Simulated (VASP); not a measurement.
Input of a VASP 6.6.1 run:

INCAR

```
SYSTEM = Ba3OsPd
ALGO = Fast
EDIFF = 1E-6
EDIFFG = -0.01
ENCUT = 600
GGA = PE
IBRION = 2
ISIF = 3
ISMEAR = 0
LASPH = .True.
LCHARG = .False.
LREAL = .False.
LWAVE = .False.
NELM = 100
NSW = 100
PREC = Accurate
SIGMA = 0.1
```

The input KPOINTS:

```
k-points
0
Gamma
  6 6 6
  0 0 0
```

File POSCAR:

```
Ba3OsPd
1.0
    5.8393336013      0.0000000000      0.0000000000
    0.0000000000      5.8393336013      0.0000000000
    0.0000000000      0.0000000000      5.8393336013
Ba Pd Os
3 1 1
Direct
    0.5000000000      0.5000000000      0.0000000000
    0.5000000000      0.0000000000      0.5000000000
    0.0000000000      0.5000000000      0.5000000000
    0.5000000000      0.5000000000      0.5000000000
    0.0000000000      0.0000000000      0.0000000000
```

Potentials or basis: VASP PAW PBE potentials, release 64 (Ba_sv, Pd, Os).

Run with:

```sh
$ cat potpaw_PBE.64/Ba_sv/POTCAR potpaw_PBE.64/Pd/POTCAR potpaw_PBE.64/Os/POTCAR > POTCAR
$ mpirun -np 1 vasp_std > vasp.out
```

(1) What does it give for the band gap on the k mesh?

(2) What does it give for the space group after relaxing (to 0.1 Å)?

(3) Estimate the relaxed cell.

(4) Estimate the relaxed volume.

Results:

(1) zero (bands 24 and 25 overlap by 0.36 eV).

(2) Pm-3m (No. 221).

(3) a = 5.883 Å, b = 5.883 Å, c = 5.883 Å, α = 90.00°, β = 90.00°, γ = 90.00°.

(4) 40.73 Å³/atom.

Caveat: spin-orbit coupling is left out, which moves the levels of the heavy elements.
